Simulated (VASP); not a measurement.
# HfB (P6_3/mmc) in VASP: further runs

Runs on HfB. Level: LDA. Tasks: single point.

Everything below comes from runs of VASP 6.6.1. Logs are shortened: lines on timing, memory, paths and dates and some standing lists are left out, and cuts for length are marked.

### 1 The cell of the first run

The structure is hexagonal, space group P6_3/mmc (No. 194). The conventional cell has a = 3.279 Å, b = 3.279 Å, c = 6.025 Å, α = 90.00°, β = 90.00°, γ = 120.00°. Hf (site symmetry -3m) has 6 B at 2.42 Å and 8 Hf at 3.01 to 3.28 Å within 3.3 Å. B (site symmetry -6m2) has 6 Hf at 2.42 Å and 6 B at 3.28 Å within 3.3 Å.

### 2 Single point, LDA

INCAR reads:

```
SYSTEM = HfB
ALGO = Normal
EDIFF = 1E-6
ENCUT = 500
GGA = CA
GGA_COMPAT = .False.
ISIF = 2
ISMEAR = 1
LASPH = .True.
LCHARG = .True.
LELF = .True.
LREAL = .False.
LVHAR = .True.
LWAVE = .False.
NBANDS = 21
NELM = 120
PREC = Accurate
SIGMA = 0.1
```

KPOINTS reads:

```
k-points
0
Gamma
  7 7 4
  0 0 0
```

POSCAR reads:

```
HfB
1.0
    3.2786758693      0.0000000000      0.0000000000
   -1.6393379347      2.8394165936      0.0000000000
    0.0000000000      0.0000000000      6.0254387671
Hf B
2 2
Direct
    0.0000000000      0.0000000000      0.0000000000
    0.0000000000      0.0000000000      0.5000000000
    0.3333333333      0.6666666667      0.2500000000
    0.6666666667      0.3333333333      0.7500000000
```

Potentials or basis: VASP PAW LDA potentials, release 64 (Hf_pv, B).

Run with:

```bash
> cat potpaw_LDA.64/Hf_pv/POTCAR potpaw_LDA.64/B/POTCAR > POTCAR
> mpirun -np 1 vasp_std > vasp.out
```

OUTCAR:

```text
SYSTEM = HfB
   EDIFF = 1E-6
   ENCUT = 500
   GGA = CA
   ISIF = 2
   ISMEAR = 1
   LASPH = .True.
   LREAL = .False.
   NELM = 120
   PREC = Accurate

 ion  position               nearest neighbor table
   1  0.000  0.000  0.000-   3 2.42   4 2.42   4 2.42   3 2.42   4 2.42   3 2.42   2 3.01   2 3.01

   2  0.000  0.000  0.500-   3 2.42   4 2.42   4 2.42   3 2.42   4 2.42   3 2.42   1 3.01   1 3.01

   3  0.333  0.667  0.250-   1 2.42   2 2.42   1 2.42   2 2.42   1 2.42   2 2.42
   4  0.667  0.333  0.750-   1 2.42   2 2.42   1 2.42   2 2.42   1 2.42   2 2.42

  LATTYP: Found a hexagonal cell.
 ALAT       =     3.2786758693
 C/A-ratio  =     1.8377659175

  Lattice vectors:

 A1 = (   3.2786758693,   0.0000000000,   0.0000000000)
 A2 = (  -1.6393379347,   2.8394165936,   0.0000000000)
 A3 = (   0.0000000000,   0.0000000000,   6.0254387671)

Analysis of symmetry for initial positions (statically):
=====================================================================
 Subroutine PRICEL returns:
 Original cell was already a primitive cell.

 Routine SETGRP: Setting up the symmetry group for a
 hexagonal supercell.

 Subroutine GETGRP returns: Found 24 space group operations
 (whereof 12 operations were pure point group operations)
 out of a pool of 24 trial point group operations.

The static configuration has the point symmetry D_3d.
 The point group associated with its full space group is D_6h.

Analysis of symmetry for dynamics (positions and initial velocities):
=====================================================================
 Subroutine PRICEL returns:
 Original cell was already a primitive cell.

 Routine SETGRP: Setting up the symmetry group for a
 hexagonal supercell.

 Subroutine GETGRP returns: Found 24 space group operations
 (whereof 12 operations were pure point group operations)
 out of a pool of 24 trial point group operations.

The dynamic configuration has the point symmetry D_3d.
 The point group associated with its full space group is D_6h.

 Subroutine INISYM returns: Found 24 space group operations
 (whereof 12 operations are pure point group operations),
 and found     1 'primitive' translations

----------------------------------------------------------------------------------------

                                     Primitive cell

[... 83 lines left out ...]
 SYSTEM =  HfB
   PREC   = accura    normal or accurate (medium, high low for compatibility)
   ISTART =      0    job   : 0-new  1-cont  2-samecut
   ICHARG =      2    charge: 1-file 2-atom 10-const
   ISPIN  =      1    spin polarized calculation?
   LNONCOLLINEAR =      F non collinear calculations
   LSORBIT =      F    spin-orbit coupling
   LASPH  =      T    aspherical Exc in radial PAW
   ENCUT  =  500.0 eV  36.75 Ry    6.06 a.u.   5.98  5.98 10.99*2*pi/ulx,y,z
   NELM   =    120;   NELMIN=  2; NELMDL= -5     # of ELM steps
   EDIFF  = 0.1E-05   stopping-criterion for ELM
   LREAL  =      F    real-space projection
[... 7 lines left out ...]
   TEBEG  =    0.0;   TEEND  =   0.0 temperature during run
   PSTRESS=    0.0 pullay stress
   NELECT =      26.0000    total number of electrons
   NUPDOWN=      -1.0000    fix difference up-down
   EMIN   =  10.00;   EMAX   =-10.00  energy-range for DOS
   EFERMI =   0.00;   METHOD = LEGACY
   ISMEAR =     1;   SIGMA  =   0.10  broadening in eV -4-tet -1-fermi 0-gaus
   EFERMI_NEDOS =   21; number of points for ismear=-14 and -15
   IALGO  =     38    algorithm
   IMIX   =      4    mixing-type and parameters
     AMIX     =   0.40;   BMIX     =  1.00
     AMIX_MAG =   1.60;   BMIX_MAG =  1.00
  volume/ion in A,a.u.               =      14.02        94.64
  Fermi-wavevector in a.u.,A,eV,Ry     =   1.266953  2.394194 21.839664  1.605170
  Thomas-Fermi vector in A             =   2.400127
   LORBIT       =      0    0 simple, 1 ext, 2 COOP (PROOUT), +10 PAW based schemes
   GGA     = CA    functional components
   LHFCALC =     F    Hartree Fock is set to
   AEXX    =    0.0000 exact exchange contribution
   IVDW    =     0    specifies the selected vdW correction
   LEPSILON=     F    determine dielectric tensor
   LRPA    =     F    only Hartree local field effects (RPA)
 non-spin polarized calculation
 Methfessel and Paxton  Order N= 1 SIGMA  =   0.10
  energy-cutoff  :      500.00
  volume of cell :       56.09
 maximum number of plane-waves:      1450
 NGX is ok and might be reduce to    24
   NGX = 11   NGY = 11   NGZ = 21

 number of electron      25.9999997 magnetization

 Free energy of the ion-electron system (eV)
  ---------------------------------------------------
  ext. energy  EPLUGINS =         0.00000000
  ---------------------------------------------------
  free energy    TOTEN  =       -36.29190421 eV

  energy without entropy =      -36.29096621  energy(sigma->0) =      -36.29159155

 E-fermi :   4.6607     XC(G=0): -11.8199

 val. band max:        4.6597729867   @ k =   0.4286   0.1429   0.2500
 cond. band min:       4.6816707576   @ k =   0.4286   0.0000   0.5000
 fundamental gap:      0.0218977710
 Fermi energy:         4.6606687822

 k-point     1 :       0.0000    0.0000    0.0000
  band No.  band energies     occupation
      1     -25.1307      2.00000
      2     -24.5185      2.00000
      3     -24.5185      2.00000
      4     -24.4411      2.00000
      5     -24.4411      2.00000
      6     -24.3596      2.00000
[... 565 lines left out ...]
     20      11.2881      0.00000
     21      13.0036      0.00000

------------------------ aborting loop because EDIFF is reached ----------------------------------------

  FORCE on cell =-STRESS in cart. coord.  units (eV):
  Direction    XX          YY          ZZ          XY          YZ          ZX
  --------------------------------------------------------------------------------------
  -------------------------------------------------------------------------------------
  Total        0.2036442      0.2036442      0.1444853     -0.0000000      0.0000000      0.0000000
  in kB        5.8165628      5.8165628      4.1268436     -0.0000000      0.0000000      0.0000000
  external PRESSURE =       5.2533231 kB  Pullay stress =       0.0000000 kB

 VOLUME and BASIS-vectors are now :
 -----------------------------------------------------------------------------
  energy-cutoff  :      500.00
  volume of cell :       56.09
      direct lattice vectors                 reciprocal lattice vectors
     3.278675869  0.000000000  0.000000000     0.305001177  0.176092512  0.000000000
    -1.639337935  2.839416594  0.000000000     0.000000000  0.352185024  0.000000000
     0.000000000  0.000000000  6.025438767     0.000000000  0.000000000  0.165963018

 POSITION                                       TOTAL-FORCE (eV/Angst)
 -----------------------------------------------------------------------------------
      0.00000      0.00000      0.00000        -0.000000      0.000000     -0.000000
      0.00000      0.00000      3.01272         0.000000      0.000000     -0.000000
     -0.00000      1.89294      1.50636         0.000000      0.000000     -0.000000
      1.63934      0.94647      4.51908        -0.000000      0.000000      0.000000
 -----------------------------------------------------------------------------------
    total drift:                               -0.000000      0.000000      0.000000

  FREE ENERGIE OF THE ION-ELECTRON SYSTEM (eV)
  ---------------------------------------------------
  free  energy   TOTEN  =       -36.2919042129 eV

  energy  without entropy=      -36.2909662138  energy(sigma->0) =      -36.29159155
```

OSZICAR:

```text
N       E                     dE             d eps       ncg     rms          rms(c)
DAV:   1     0.690857442485E+02    0.69086E+02   -0.13504E+04  1008   0.113E+03
DAV:   2    -0.363007612450E+02   -0.10539E+03   -0.10178E+03  1269   0.265E+02
DAV:   3    -0.398412673123E+02   -0.35405E+01   -0.34810E+01  1299   0.344E+01
DAV:   4    -0.398722702248E+02   -0.31003E-01   -0.30989E-01  1204   0.372E+00
DAV:   5    -0.398726354220E+02   -0.36520E-03   -0.36517E-03  1283   0.369E-01    0.796E+01
DAV:   6    -0.363771953946E+02    0.34954E+01   -0.14323E+01  1128   0.141E+01    0.491E+01
DAV:   7    -0.363154369325E+02    0.61758E-01   -0.93595E-01  1295   0.511E+00    0.903E+00
DAV:   8    -0.362926083366E+02    0.22829E-01   -0.98711E-02  1123   0.140E+00    0.117E+00
DAV:   9    -0.362919408628E+02    0.66747E-03   -0.43567E-03  1196   0.427E-01    0.399E-01
DAV:  10    -0.362919080963E+02    0.32766E-04   -0.16768E-04  1189   0.770E-02    0.110E-01
DAV:  11    -0.362919044432E+02    0.36531E-05   -0.11098E-05  1208   0.198E-02    0.103E-02
DAV:  12    -0.362919042129E+02    0.23034E-06   -0.13945E-06   719   0.723E-03
   1 F= -.36291904E+02 E0= -.36291592E+02  d E =-.937999E-03
```

stdout:

```text
POSCAR found type information on POSCAR HfB
 POSCAR found :  2 types and       4 ions
 scaLAPACK will be used
 LDA part: xc-table for (Slater(with rela. corr.)+CA(PZ))
 , standard interpolation
 POSCAR, INCAR and KPOINTS ok, starting setup
 FFT: planning ... GRIDC
 FFT: planning ... GRID_SOFT
 FFT: planning ... GRID
 WAVECAR not read
 entering main loop
```

It took 19 s on 1 thread of Intel Xeon 8259CL, shared host; peak memory 0.16 GiB.

What came out:

- Free energy: -36.2919 eV
- Pressure: 0.5 GPa
- Band gap on the k mesh: zero (bands 13 and 14 overlap by 3.21 eV)

Caveat: spin-orbit coupling is left out, which moves the levels of the heavy elements.

### 3 Single point, LDA

INCAR reads:

```
ALGO = Normal ; EDIFF = 1E-6
ENCUT = 500 ; GGA_COMPAT = False
ISIF = 2 ; ISMEAR = 1
LASPH = True ; LCHARG = True
LELF = True ; LREAL = False
LVHAR = True ; LWAVE = False
NBANDS = 21 ; NELM = 120
PREC = Accurate ; SIGMA = 0.1
```

KPOINTS reads:

```
k-points
0
Gamma
  7 7 4
```

POSCAR is that of step 2.

Potentials or basis: VASP PAW LDA potentials, release 64 (Hf_pv, B).

Run with:

```bash
> cat potpaw_LDA.64/Hf_pv/POTCAR potpaw_LDA.64/B/POTCAR > POTCAR
> mpirun -np 1 vasp_std > vasp.out
```

OUTCAR:

```text
EDIFF = 1E-6
   ENCUT = 500
   ISIF = 2
   ISMEAR = 1
   LASPH = True
   LREAL = False
   NELM = 120
   PREC = Accurate

 ion  position               nearest neighbor table
   1  0.000  0.000  0.000-   3 2.42   4 2.42   4 2.42   3 2.42   4 2.42   3 2.42   2 3.01   2 3.01

   2  0.000  0.000  0.500-   3 2.42   4 2.42   4 2.42   3 2.42   4 2.42   3 2.42   1 3.01   1 3.01

   3  0.333  0.667  0.250-   1 2.42   2 2.42   1 2.42   2 2.42   1 2.42   2 2.42
   4  0.667  0.333  0.750-   1 2.42   2 2.42   1 2.42   2 2.42   1 2.42   2 2.42

  LATTYP: Found a hexagonal cell.
 ALAT       =     3.2786758693
 C/A-ratio  =     1.8377659175

  Lattice vectors:

 A1 = (   3.2786758693,   0.0000000000,   0.0000000000)
 A2 = (  -1.6393379347,   2.8394165936,   0.0000000000)
 A3 = (   0.0000000000,   0.0000000000,   6.0254387671)

Analysis of symmetry for initial positions (statically):
=====================================================================
 Subroutine PRICEL returns:
 Original cell was already a primitive cell.

 Routine SETGRP: Setting up the symmetry group for a
 hexagonal supercell.

 Subroutine GETGRP returns: Found 24 space group operations
 (whereof 12 operations were pure point group operations)
 out of a pool of 24 trial point group operations.

The static configuration has the point symmetry D_3d.
 The point group associated with its full space group is D_6h.

Analysis of symmetry for dynamics (positions and initial velocities):
=====================================================================
 Subroutine PRICEL returns:
 Original cell was already a primitive cell.

 Routine SETGRP: Setting up the symmetry group for a
[... 123 lines left out ...]
   EMIN   =  10.00;   EMAX   =-10.00  energy-range for DOS
   EFERMI =   0.00;   METHOD = LEGACY
   ISMEAR =     1;   SIGMA  =   0.10  broadening in eV -4-tet -1-fermi 0-gaus
   EFERMI_NEDOS =   21; number of points for ismear=-14 and -15
   IALGO  =     38    algorithm
   IMIX   =      4    mixing-type and parameters
     AMIX     =   0.40;   BMIX     =  1.00
     AMIX_MAG =   1.60;   BMIX_MAG =  1.00
  volume/ion in A,a.u.               =      14.02        94.64
  Fermi-wavevector in a.u.,A,eV,Ry     =   1.266953  2.394194 21.839664  1.605170
  Thomas-Fermi vector in A             =   2.400127
   LORBIT       =      0    0 simple, 1 ext, 2 COOP (PROOUT), +10 PAW based schemes
   GGA     = CA    functional components
   LHFCALC =     F    Hartree Fock is set to
   AEXX    =    0.0000 exact exchange contribution
   IVDW    =     0    specifies the selected vdW correction
   LEPSILON=     F    determine dielectric tensor
   LRPA    =     F    only Hartree local field effects (RPA)
 non-spin polarized calculation
 Methfessel and Paxton  Order N= 1 SIGMA  =   0.10
  energy-cutoff  :      500.00
  volume of cell :       56.09
 maximum number of plane-waves:      1450
 NGX is ok and might be reduce to    24
   NGX = 11   NGY = 11   NGZ = 21

 number of electron      25.9999997 magnetization

 Free energy of the ion-electron system (eV)
  ---------------------------------------------------
  ext. energy  EPLUGINS =         0.00000000
  ---------------------------------------------------
  free energy    TOTEN  =       -36.29190421 eV

  energy without entropy =      -36.29096621  energy(sigma->0) =      -36.29159155

 E-fermi :   4.6607     XC(G=0): -11.8199

 val. band max:        4.6597729867   @ k =   0.4286   0.1429   0.2500
 cond. band min:       4.6816707576   @ k =   0.4286   0.0000   0.5000
 fundamental gap:      0.0218977710
 Fermi energy:         4.6606687822

 k-point     1 :       0.0000    0.0000    0.0000
  band No.  band energies     occupation
      1     -25.1307      2.00000
      2     -24.5185      2.00000
      3     -24.5185      2.00000
      4     -24.4411      2.00000
      5     -24.4411      2.00000
      6     -24.3596      2.00000
[... 565 lines left out ...]
     20      11.2881      0.00000
     21      13.0036      0.00000

------------------------ aborting loop because EDIFF is reached ----------------------------------------

  FORCE on cell =-STRESS in cart. coord.  units (eV):
  Direction    XX          YY          ZZ          XY          YZ          ZX
  --------------------------------------------------------------------------------------
  -------------------------------------------------------------------------------------
  Total        0.2036442      0.2036442      0.1444853     -0.0000000      0.0000000      0.0000000
  in kB        5.8165628      5.8165628      4.1268436     -0.0000000      0.0000000      0.0000000
  external PRESSURE =       5.2533231 kB  Pullay stress =       0.0000000 kB

 VOLUME and BASIS-vectors are now :
 -----------------------------------------------------------------------------
  energy-cutoff  :      500.00
  volume of cell :       56.09
      direct lattice vectors                 reciprocal lattice vectors
     3.278675869  0.000000000  0.000000000     0.305001177  0.176092512  0.000000000
    -1.639337935  2.839416594  0.000000000     0.000000000  0.352185024  0.000000000
     0.000000000  0.000000000  6.025438767     0.000000000  0.000000000  0.165963018

 POSITION                                       TOTAL-FORCE (eV/Angst)
 -----------------------------------------------------------------------------------
      0.00000      0.00000      0.00000        -0.000000      0.000000     -0.000000
      0.00000      0.00000      3.01272         0.000000      0.000000     -0.000000
     -0.00000      1.89294      1.50636         0.000000      0.000000     -0.000000
      1.63934      0.94647      4.51908        -0.000000      0.000000      0.000000
 -----------------------------------------------------------------------------------
    total drift:                               -0.000000      0.000000      0.000000

  FREE ENERGIE OF THE ION-ELECTRON SYSTEM (eV)
  ---------------------------------------------------
  free  energy   TOTEN  =       -36.2919042129 eV

  energy  without entropy=      -36.2909662138  energy(sigma->0) =      -36.29159155
```

stdout:

```text
POSCAR found type information on POSCAR HfB
 POSCAR found :  2 types and       4 ions
 scaLAPACK will be used
 LDA part: xc-table for (Slater(with rela. corr.)+CA(PZ))
 , standard interpolation
 POSCAR, INCAR and KPOINTS ok, starting setup
 FFT: planning ... GRIDC
 FFT: planning ... GRID_SOFT
 FFT: planning ... GRID
 WAVECAR not read
 entering main loop
```

It took 19 s on 1 thread of Intel Xeon 8259CL, shared host; peak memory 0.16 GiB.

Results:

| Property | Result |
| --- | --- |
| Free energy | -36.2919 eV |
| Pressure | 0.5 GPa |
| Band gap on the k mesh | zero (bands 13 and 14 overlap by 3.21 eV) |

Levels at points of the mesh, in eV from the Fermi level:
```tsv
k point	band 10	band 11	band 12	band 13	band 14	band 15	band 16	band 17
(0.00, 0.00, 0.00)	-0.86	-0.85	-0.85	2.34	2.34	2.41	2.41	2.63
(0.00, 0.00, 0.50)	-1.89	0.18	0.18	0.18	0.18	3.42	3.42	3.42
```

Caveat: spin-orbit coupling is left out, which moves the levels of the heavy elements.

The gap in the log of VASP goes by the Fermi energy; the results here count the filled bands.